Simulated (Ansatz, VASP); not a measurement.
# Cd in VASP and in Ansatz

```
Cd
1.0
     2.88186    0.00000    0.00000
    -1.44093    2.49577    0.00000
     0.00000    0.00000    5.63837
Cd
2
Direct
  0.33333 0.66667 0.25000
  0.66667 0.33333 0.75000
```

Alike in both runs: task single point; functional LDA; k mesh 21 × 21 × 9; occupations fermi-dirac, width 0.1 eV; no spin polarisation.

```csv
,VASP,Ansatz
version,VASP 6.6.1,Ansatz 0.2.0
potentials or method,"VASP PAW LDA potentials, release 64 (Cd_sv_GW), cutoff 630 eV","plane waves (420 eV) with PAW, scalar-relativistic"
valence electrons in the cell,40,40
```

Ansatz gave:

| Item | Value |
| --- | --- |
| pressure (GPa) | 0.1 |
| traceless stress, the component that is largest in VASP (GPa) | -1.03 |

**Question.** What did VASP give for the same quantities?

**Answer.** Pressure (GPa): 0.0; traceless stress, the component that is largest in VASP (GPa): -1.18.

Ansatz warns that its potentials were made for another functional, while VASP's fit it. LDA's correlation is that of Perdew and Zunger in VASP and of Perdew and Wang (1992) in Ansatz.
